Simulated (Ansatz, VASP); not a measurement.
## MoS2: VASP beside Ansatz

File INCAR:

```
SYSTEM = MoS2
PREC = Accurate
ENCUT = 520
EDIFF = 1E-8
ISMEAR = -1
SIGMA = 0.03
LREAL = .False.
LASPH = .True.
NELM = 60
ALGO = Normal
ISIF = 2
LWAVE = .False.
LCHARG = .False.
LEFG = .True.
NBANDS = 35
```

File KPOINTS:

```
Automatic mesh
0
Gamma
  10 10 3
  0 0 0
```

POSCAR

```
MoS2
1.0
    3.1819359971      0.0000000000      0.0000000000
   -1.5909679986      2.7556374067      0.0000000000
    0.0000000000      0.0000000000     12.3764262140
Mo S
2 4
Direct
    0.3333333333      0.6666666667      0.2500000000
    0.6666666667      0.3333333333      0.7500000000
    0.3333333333      0.6666666667      0.6275000000
    0.6666666667      0.3333333333      0.1275000000
    0.3333333333      0.6666666667      0.8725000000
    0.6666666667      0.3333333333      0.3725000000
```

Input for Ansatz:

```yaml
crystal:
  lattice:
    - [3.1819359971, 0.0, 0.0]
    - [-1.5909679986, 2.7556374067, 0.0]
    - [0.0, 0.0, 12.376426214]
  atoms:
    - { symbol: Mo, position: [0.3333333333, 0.6666666667, 0.25] }
    - { symbol: Mo, position: [0.6666666667, 0.3333333333, 0.75] }
    - { symbol: S, position: [0.3333333333, 0.6666666667, 0.6275] }
    - { symbol: S, position: [0.6666666667, 0.3333333333, 0.1275] }
    - { symbol: S, position: [0.3333333333, 0.6666666667, 0.8725] }
    - { symbol: S, position: [0.6666666667, 0.3333333333, 0.3725] }
kpoints:
  mp_grid: { grid: [10, 10, 3] }
scf:
  occupations: { method: fermi_dirac, width: 0.03 }
hamiltonian:
  xc: lda
  pseudopotentials: { kind: paw }
output:
  forces: true
  stress: true
  eigenvalues: true
  efg: { contact_densities: true }
```

Change from the starting cell: volume scaled by 1.02, PAW files.

Alike in both runs: task electric field gradients; functional LDA; k mesh 10 × 10 × 3; occupations fermi-dirac, width 0.03 eV; no spin polarisation.

```csv
,VASP,Ansatz
version,VASP 6.6.1,Ansatz 0.2.0
potentials or method,"VASP PAW LDA potentials, release 64 (Mo_sv, S)","PAW with Ansatz's default frozen-core files, scalar-relativistic"
plane-wave cutoff (eV),520,420
valence electrons in the cell,52,52
```

Ansatz gave:

```
pressure (GPa)                                                : -2.0
traceless stress, the component that is largest in VASP (GPa) : 4.30
rms of the force components (eV/Å)                            : 0.185
size of Vzz on the site where it differs most (V/Å²)          : 90.2
```

Task: Estimate VASP's values.

Result: Pressure (GPa): -1.9; traceless stress, the component that is largest in VASP (GPa): 4.27; rms of the force components (eV/Å): 0.192; size of Vzz on the site where it differs most (V/Å²): 94.3.

LDA's correlation is that of Perdew and Zunger in VASP and of Perdew and Wang (1992) in Ansatz. Atom by atom the forces differ by 0.007 eV/Å (rms over components).
